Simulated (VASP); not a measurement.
# Mg (P-1) in VASP: a series of runs

The runs below take Mg through single point, with PBE.

Everything below comes from runs of VASP 6.6.1. Logs are shortened: lines on timing, memory, paths and dates and some standing lists are left out, and cuts for length are marked.

## Step 1: The cell of the first run

The typed cell holds 2 atoms: a = 3.209 Å, b = 3.209 Å, c = 5.210 Å, α = 90.00°, β = 90.00°, γ = 120.00°.

## Step 2: Single point, PBE (atom 1 (Mg) moved by (-0.300, -0.300) A along [1 1 0] and z)

INCAR

```
SYSTEM = Mg
PREC = Accurate
ENCUT = 520
EDIFF = 1E-7
ISMEAR = 0
SIGMA = 0.15
LREAL = .FALSE.
LASPH = .TRUE.
NELM = 60
ALGO = Fast
ISIF = 2
LWAVE = .FALSE.
LCHARG = .FALSE.
GGA = PE
NBANDS = 9
```

KPOINTS

```
regular mesh
0
G
  18 18 10
  0 0 0
```

POSCAR

```
Mg
1.0
    3.2092715325      0.0000000000      0.0000000000
   -1.6046357662      2.7793106748      0.0000000000
    0.0000000000      0.0000000000      5.2103300000
Mg
2
Direct
    0.2290708806      0.5903412539      0.1924220731
    0.6666666667      0.3333333333      0.7500000000
```

Potentials or basis: VASP PAW PBE potentials, release 64 (Mg).

On the command line:

```sh
cat potpaw_PBE.64/Mg/POTCAR > POTCAR
mpirun -np 1 vasp_std > vasp.out
```

OUTCAR:

```text
SYSTEM = Mg
   PREC = Accurate
   ENCUT = 520
   EDIFF = 1E-7
   ISMEAR = 0
   LREAL = .FALSE.
   LASPH = .TRUE.
   NELM = 60
   ISIF = 2
   GGA = PE

 ion  position               nearest neighbor table
   1  0.229  0.590  0.192-   2 2.79   2 3.02   2 3.10   2 3.30   2 3.50   2 3.57
   2  0.667  0.333  0.750-   1 2.79   1 3.02   1 3.10   1 3.30   1 3.50   1 3.57

  LATTYP: Found a hexagonal cell.
 ALAT       =     3.2092715325
 C/A-ratio  =     1.6235242008

  Lattice vectors:

 A1 = (   3.2092715325,   0.0000000000,   0.0000000000)
 A2 = (  -1.6046357662,   2.7793106748,   0.0000000000)
 A3 = (   0.0000000000,   0.0000000000,   5.2103300000)

Analysis of symmetry for initial positions (statically):
=====================================================================
 Subroutine PRICEL returns:
 Original cell was already a primitive cell.

 Routine SETGRP: Setting up the symmetry group for a
 hexagonal supercell.

 Subroutine GETGRP returns: Found  2 space group operations
 (whereof  1 operations were pure point group operations)
 out of a pool of 24 trial point group operations.

The static configuration has the point symmetry C_1 .
 The point group associated with its full space group is S_2 .

Analysis of symmetry for dynamics (positions and initial velocities):
=====================================================================
 Subroutine PRICEL returns:
 Original cell was already a primitive cell.

 Routine SETGRP: Setting up the symmetry group for a
 hexagonal supercell.

 Subroutine GETGRP returns: Found  2 space group operations
 (whereof  1 operations were pure point group operations)
 out of a pool of 24 trial point group operations.

The dynamic configuration has the point symmetry C_1 .
 The point group associated with its full space group is S_2 .

 Subroutine INISYM returns: Found  2 space group operations
 (whereof  1 operations are pure point group operations),
 and found     1 'primitive' translations

----------------------------------------------------------------------------------------

                                     Primitive cell

  volume of cell :      46.4739

  direct lattice vectors                    reciprocal lattice vectors
     3.209271532  0.000000000  0.000000000     0.311597193  0.179900723  0.000000000
    -1.604635766  2.779310675  0.000000000     0.000000000  0.359801446  0.000000000
     0.000000000  0.000000000  5.210330000     0.000000000  0.000000000  0.191926423

  length of vectors
     3.209271532  3.209271532  5.210330000     0.359801446  0.359801446  0.191926423
[... 88 lines left out ...]
   ISYM   =      2    0-nonsym 1-usesym 2-fastsym
   POTIM  = 0.5000    time-step for ionic-motion
   TEBEG  =    0.0;   TEEND  =   0.0 temperature during run
   PSTRESS=    0.0 pullay stress
   NELECT =       4.0000    total number of electrons
   NUPDOWN=      -1.0000    fix difference up-down
   EMIN   =  10.00;   EMAX   =-10.00  energy-range for DOS
   EFERMI =   0.00;   METHOD = LEGACY
   ISMEAR =     0;   SIGMA  =   0.15  broadening in eV -4-tet -1-fermi 0-gaus
   EFERMI_NEDOS =   21; number of points for ismear=-14 and -15
   IALGO  =     68    algorithm
   IMIX   =      4    mixing-type and parameters
     AMIX     =   0.40;   BMIX     =  1.00
     AMIX_MAG =   1.60;   BMIX_MAG =  1.00
  volume/ion in A,a.u.               =      23.24       156.81
  Fermi-wavevector in a.u.,A,eV,Ry     =   0.722812  1.365916  7.108458  0.522457
  Thomas-Fermi vector in A             =   1.812869
   LORBIT       =      0    0 simple, 1 ext, 2 COOP (PROOUT), +10 PAW based schemes
   GGA     = PE    functional components
   LHFCALC =     F    Hartree Fock is set to
   AEXX    =    0.0000 exact exchange contribution
   IVDW    =     0    specifies the selected vdW correction
   LEPSILON=     F    determine dielectric tensor
   LRPA    =     F    only Hartree local field effects (RPA)
 non-spin polarized calculation
 RMM-DIIS sequential band-by-band and
 Gauss-broadening in eV      SIGMA  =   0.15
  energy-cutoff  :      520.00
  volume of cell :       46.47
 maximum number of plane-waves:      1276
   NGX = 11   NGY = 11   NGZ = 19

 number of electron       4.0000000 magnetization

 Free energy of the ion-electron system (eV)
  ---------------------------------------------------
  ext. energy  EPLUGINS =         0.00000000
  ---------------------------------------------------
  free energy    TOTEN  =        -2.85175953 eV

  energy without entropy =       -2.84185278  energy(sigma->0) =       -2.84680615

 E-fermi :   2.5551     XC(G=0):  -8.4337

 val. band max:        2.5542507700   @ k =  -0.4444  -0.2778   0.3000
 cond. band min:       2.5564949263   @ k =  -0.3889   0.3889   0.0000
 fundamental gap:      0.0022441563
 Fermi energy:         2.5550606392

 k-point     1 :       0.0000    0.0000    0.0000
  band No.  band energies     occupation
      1      -4.3652      2.00000
      2       0.9766      2.00000
      3       1.3126      2.00000
      4      13.2932      0.00000
      5      13.3307      0.00000
      6      13.3718      0.00000
      7      13.3926      0.00000
      8      14.4947      0.00000
      9      15.1539      0.00000
[... 265 lines left out ...]
 k-point    24 :       0.0000    0.4444    0.0000
  band No.  band energies     occupation
      1      -0.5859      2.00000
      2       1.4622      2.00000
      3       4.4938      0.00000
      4       5.0242      0.00000
      5       6.5795      0.00000
      6       6.9632      0.00000
      7       9.3430      0.00000
      8      10.8529      0.00000
      9      13.8977      0.00000

 [... further k-points ...]

------------------------ aborting loop because EDIFF is reached ----------------------------------------

  FORCE on cell =-STRESS in cart. coord.  units (eV):
  Direction    XX          YY          ZZ          XY          YZ          ZX
  --------------------------------------------------------------------------------------
  -------------------------------------------------------------------------------------
  Total        0.2584540     -0.1598455      0.6595487      0.1867824      0.2341203      0.3431694
  in kB        8.9101521     -5.5106414     22.7378130      6.4392871      8.0712501     11.8306981
  external PRESSURE =       8.7124412 kB  Pullay stress =       0.0000000 kB

 VOLUME and BASIS-vectors are now :
 -----------------------------------------------------------------------------
  energy-cutoff  :      520.00
  volume of cell :       46.47
      direct lattice vectors                 reciprocal lattice vectors
     3.209271532  0.000000000  0.000000000     0.311597193  0.179900723  0.000000000
    -1.604635766  2.779310675  0.000000000     0.000000000  0.359801446  0.000000000
     0.000000000  0.000000000  5.210330000     0.000000000  0.000000000  0.191926423

 POSITION                                       TOTAL-FORCE (eV/Angst)
 -----------------------------------------------------------------------------------
     -0.21213      1.64074      1.00258         0.255368      0.174899      0.893735
      1.60464      0.92644      3.90775        -0.255368     -0.174899     -0.893735
 -----------------------------------------------------------------------------------
    total drift:                                0.000000      0.000000     -0.000002

  FREE ENERGIE OF THE ION-ELECTRON SYSTEM (eV)
  ---------------------------------------------------
  free  energy   TOTEN  =        -2.8517595287 eV

  energy  without entropy=       -2.8418527780  energy(sigma->0) =       -2.84680615
```

OSZICAR:

```text
N       E                     dE             d eps       ncg     rms          rms(c)
DAV:   1    -0.244250153505E+00   -0.24425E+00   -0.12661E+03 29232   0.312E+02
DAV:   2    -0.284650082017E+01   -0.26023E+01   -0.25143E+01 38914   0.269E+01
DAV:   3    -0.288670857877E+01   -0.40208E-01   -0.39980E-01 37038   0.274E+00
DAV:   4    -0.288684084100E+01   -0.13226E-03   -0.13226E-03 37245   0.156E-01
DAV:   5    -0.288684148342E+01   -0.64241E-06   -0.64247E-06 36436   0.105E-02    0.104E+00
RMM:   6    -0.286154443845E+01    0.25297E-01   -0.33535E-03 29693   0.239E-01    0.632E-01
RMM:   7    -0.285305466995E+01    0.84898E-02   -0.25808E-03 30950   0.283E-01    0.191E-01
RMM:   8    -0.285175504869E+01    0.12996E-02   -0.42793E-04 31513   0.145E-01    0.132E-02
RMM:   9    -0.285175701031E+01   -0.19616E-05   -0.29515E-05 33723   0.352E-02    0.716E-03
RMM:  10    -0.285175953569E+01   -0.25254E-05   -0.42035E-06 33824   0.127E-02    0.652E-04
RMM:  11    -0.285175952867E+01    0.70212E-08   -0.85414E-07 34688   0.575E-03
   1 F= -.28517595E+01 E0= -.28468062E+01  d E =-.990675E-02
```

Wall time 17 min (1 thread of Intel Xeon 8259CL, shared host); peak memory 0.68 GiB.

Results:

| Item | Value |
| --- | --- |
| Free energy | -2.8518 eV |
| Pressure | 0.9 GPa |
| Largest force | 0.946 eV/Å |
| Band gap on the k mesh | zero (bands 2 and 3 overlap by 2.31 eV) |

Forces in eV/Å, atoms in the order of the input:
```
Mg   0.255  0.175  0.894
Mg  -0.255 -0.175 -0.894
```

Stress tensor (GPa, compression positive):
```
 0.89  0.64  1.18
 0.64 -0.55  0.81
 1.18  0.81  2.27
```

Levels at points of the mesh, in eV from the Fermi level:
```tsv
k point	band 1	band 2	band 3	band 4	band 5	band 6	band 7
(0.00, 0.00, 0.00)	-6.92	-1.58	-1.24	10.74	10.78	10.82	10.84
(0.50, 0.00, 0.00)	-2.18	-2.17	2.86	2.91	3.50	3.53	6.74
(0.00, 0.50, 0.00)	-2.17	-2.16	2.64	3.13	3.20	3.69	6.74
(0.50, 0.50, 0.00)	-2.17	-2.17	2.68	3.13	3.21	3.67	6.77
(0.00, 0.00, 0.50)	-5.93	-5.05	4.87	5.13	11.31	11.34	11.41
(0.50, 0.00, 0.50)	-1.35	-1.32	-0.17	-0.17	7.46	7.47	8.38
(0.00, 0.50, 0.50)	-1.32	-1.26	-0.25	-0.24	7.43	7.53	8.49
(0.50, 0.50, 0.50)	-1.33	-1.28	-0.22	-0.22	7.43	7.51	8.48
```

Caveat: the cell differs from its parent crystal (atom 1 (Mg) moved by (-0.300, -0.300) A along [1 1 0] and z).

## Step 3: Single point, PBE (atom 1 (Mg) moved by (+0.300, -0.300) A along [1 1 0] and z)

INCAR

```
SYSTEM = Mg
ALGO = Fast
EDIFF = 1E-6
ENCUT = 520
GGA = PE
ISIF = 2
ISMEAR = 0
LASPH = .True.
LCHARG = .False.
LREAL = .False.
LWAVE = .False.
NBANDS = 9
NELM = 100
PREC = Accurate
SIGMA = 0.15
```

KPOINTS

```
k-points
0
Gamma
  18 18 10
  0 0 0
```

Changes to POSCAR since step 2:

```diff
@@ -8,3 +8,3 @@
 Direct
-    0.2290708806      0.5903412539      0.1924220731
+    0.4375957861      0.7429920794      0.1924220731
     0.6666666667      0.3333333333      0.7500000000
```

Potentials or basis: VASP PAW PBE potentials, release 64 (Mg).

On the command line:

```sh
cat potpaw_PBE.64/Mg/POTCAR > POTCAR
mpirun -np 1 vasp_std > vasp.out
```

Run time: 13 min. Hardware: 1 thread of Intel Xeon 8259CL, shared host; peak memory 0.68 GiB.

Results (log left out):

| Property | Result |
| --- | --- |
| Free energy | -2.8631 eV |
| Pressure | 0.8 GPa |
| Largest force | 0.898 eV/Å |
| Band gap on the k mesh | zero (bands 2 and 3 overlap by 2.32 eV) |

Forces on the atoms (eV/Å):
```
Mg  -0.096 -0.176  0.876
Mg   0.096  0.176 -0.876
```

Stress tensor (GPa, compression positive):
```
-0.53 -0.79 -0.44
-0.79  0.91 -0.81
-0.44 -0.81  2.05
```

Levels at points of the mesh, in eV from the Fermi level:
```
           k point  band 1  band 2  band 3  band 4  band 5  band 6
(0.00, 0.00, 0.00)   -6.92   -1.58   -1.24   10.71   10.76   10.85
(0.50, 0.00, 0.00)   -2.16   -2.16    2.62    3.08    3.23    3.69
(0.00, 0.50, 0.00)   -2.18   -2.17    2.82    2.96    3.43    3.57
(0.50, 0.50, 0.00)   -2.18   -2.17    2.75    3.05    3.32    3.62
(0.00, 0.00, 0.50)   -5.93   -5.05    4.87    5.13   11.33   11.37
(0.50, 0.00, 0.50)   -1.31   -1.25   -0.26   -0.26    7.43    7.54
(0.00, 0.50, 0.50)   -1.35   -1.32   -0.18   -0.18    7.46    7.48
(0.50, 0.50, 0.50)   -1.34   -1.30   -0.19   -0.19    7.44    7.49
```

Caveat: the cell differs from its parent crystal (atom 1 (Mg) moved by (+0.300, -0.300) A along [1 1 0] and z).

## Step 4: Single point, PBE (atom 1 (Mg) moved by (-0.300, -0.150) A along [1 1 0] and z)

INCAR

```
ALGO = Fast ; EDIFF = 1E-7
ENCUT = 520 ; GGA = PE
ISIF = 2 ; ISMEAR = 0
LASPH = T ; LCHARG = T
LELF = T ; LREAL = F
LVHAR = T ; LWAVE = F
NBANDS = 9 ; NELM = 100
PREC = Accurate ; SIGMA = 0.15
```

KPOINTS

```
k-points
0
Gamma
  18 18 10
```

Changes to POSCAR since step 3:

```diff
@@ -8,3 +8,3 @@
 Direct
-    0.4375957861      0.7429920794      0.1924220731
+    0.2290708806      0.5903412539      0.2212110365
     0.6666666667      0.3333333333      0.7500000000
```

On the command line:

```sh
cat potpaw_PBE.64/Mg/POTCAR > POTCAR
mpirun -np 1 vasp_std > vasp.out
```

It took 8.9 min on 1 thread of Intel Xeon 8259CL, shared host; peak memory 0.68 GiB.

Results (log left out):

```yaml
Free_energy: -2.9502 eV
Pressure: 0.0 GPa
Largest_force: 0.499 eV/Å
Band_gap_on_the_k_mesh: zero (bands 2 and 3 overlap by 2.24 eV)
```

Forces on the atoms (eV/Å):
```
Mg   0.212  0.145  0.428
Mg  -0.212 -0.145 -0.428
```

Stress tensor (GPa, compression positive):
```
 0.16  0.50  0.57
 0.50 -0.95  0.39
 0.57  0.39  0.65
```

Levels at points of the mesh, in eV from the Fermi level:
| k point | band 1 | band 2 | band 3 | band 4 | band 5 |
| --- | --- | --- | --- | --- | --- |
| (0.00, 0.00, 0.00) | -6.89 | -1.64 | -1.24 | 10.81 | 10.86 |
| (0.50, 0.00, 0.00) | -2.14 | -2.13 | 2.81 | 2.86 | 3.48 |
| (0.00, 0.50, 0.00) | -2.13 | -2.12 | 2.57 | 3.11 | 3.15 |
| (0.50, 0.50, 0.00) | -2.13 | -2.13 | 2.62 | 3.08 | 3.20 |
| (0.00, 0.00, 0.50) | -5.71 | -5.27 | 4.92 | 5.06 | 11.50 |
| (0.50, 0.00, 0.50) | -1.20 | -1.18 | -0.33 | -0.32 | 7.66 |
| (0.00, 0.50, 0.50) | -1.13 | -1.10 | -0.43 | -0.42 | 7.68 |
| (0.50, 0.50, 0.50) | -1.16 | -1.13 | -0.39 | -0.38 | 7.67 |

Caveat: the cell differs from its parent crystal (atom 1 (Mg) moved by (-0.300, -0.150) A along [1 1 0] and z).

## Step 5: The runs side by side

| cell | further INCAR settings | gap on the mesh (eV) | pressure (GPa) | largest force (eV/Å) |
| --- | --- | --- | --- | --- |
| as given, atomic positions A | ALGO = Fast; EDIFF = 1e-07; NBANDS = 9 | none | 0.9 | 0.95 |
| as given, atomic positions B | ALGO = Fast; EDIFF = 1e-06; NBANDS = 9 | none | 0.8 | 0.90 |
| as given, atomic positions C | ALGO = Fast; EDIFF = 1e-07; NBANDS = 9 | none | 0.0 | 0.50 |

Alike in all rows: task single point; level PBE; potentials or basis VASP PAW PBE potentials, release 64 (Mg); no spin polarisation; k mesh 18 × 18 × 10; cutoff (eV) 520; smearing gaussian 0.15 eV.

Total energies depend on the potentials used, so only differences within one code and one set of settings carry meaning.
